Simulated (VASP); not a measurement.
Input of a VASP 6.6.1 run:

Contents of INCAR:

```
SYSTEM = Ca
PREC     = Accurate       ! precision mode
ENCUT    = 520            ! plane-wave cutoff, eV
EDIFF    = 1E-6           ! SCF threshold, eV
ISMEAR   = -1             ! smearing method
SIGMA    = 0.05           ! smearing width, eV
LREAL    = .FALSE.        ! projectors in reciprocal space
LASPH    = .TRUE.         ! aspherical terms in the spheres
NELM     = 80             ! most SCF steps
ALGO     = Normal         ! electronic algorithm
ISIF     = 2              ! what is computed and relaxed
LWAVE    = .FALSE.        ! write WAVECAR
LCHARG   = .TRUE.         ! write CHGCAR
LELF     = .TRUE.         ! ELF
LVHAR    = .TRUE.       
NBANDS   = 11             ! bands
```

KPOINTS

```
regular mesh
0
G
  8 8 8
  0 0 0
```

The input POSCAR:

```
Ca
1.0
    0.0000000000      2.7754464148      2.7754464148
    2.7754464148      0.0000000000      2.7754464148
    2.7754464148      2.7754464148      0.0000000000
Ca
1
Direct
    0.0000000000      0.0000000000      0.0000000000
```

Potentials or basis: VASP PAW LDA potentials, release 64 (Ca_sv).

Command:

```console
$ cat potpaw_LDA.64/Ca_sv/POTCAR > POTCAR
$ mpirun -np 1 vasp_std > vasp.out
```

(1) Estimate the pressure.

(2) Predict the band gap on the k mesh.

Results:

(1) -1.9 GPa.

(2) zero (band 5 reaches 1.92 eV, above the bottom of band 6 at 1.62 eV).
